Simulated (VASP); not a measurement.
Input of a VASP 6.6.1 run:

File INCAR:

```
PREC     = Accurate       # precision mode
ENCUT    = 520            # plane-wave cutoff, eV
EDIFF    = 1E-6           # SCF threshold, eV
ISMEAR   = 1              # smearing method
SIGMA    = 0.1            # smearing width, eV
LREAL    = False          # projectors in reciprocal space
LASPH    = True           # aspherical terms in the spheres
NELM     = 80             # most SCF steps
ALGO     = Normal         # electronic algorithm
ISIF     = 2              # what is computed and relaxed
LWAVE    = False          # write WAVECAR
LCHARG   = True           # write CHGCAR
GGA      = PS             # functional
LELF     = True           # ELF
LVHAR    = True         
NBANDS   = 12             # bands
```

File KPOINTS:

```
regular mesh
0
Gamma
  2 10 1
```

File POSCAR:

```
Cu
1.0
   11.5702540000      0.0000000000      0.0000000000
    0.0000000000      2.2382120000      0.0000000000
   -4.5956240000      0.0000000000     21.7433880000
Cu
1
Direct
    0.5000000000      0.5000000000      0.5000000000
```

Potentials or basis: VASP PAW PBE potentials, release 64 (Cu).

Run with:

```bash
$ cat potpaw_PBE.64/Cu/POTCAR > POTCAR
$ mpirun -np 1 vasp_std > vasp.out
```

Q: What does it give for the pressure?

A: 0.0 GPa.

Stress tensor (GPa, compression positive):
```
0.00 0.00 0.00
0.00 0.10 0.00
0.00 0.00 0.00
```

Caveat: the PAW data sets were made with another functional, which shifts forces and pressure a little.
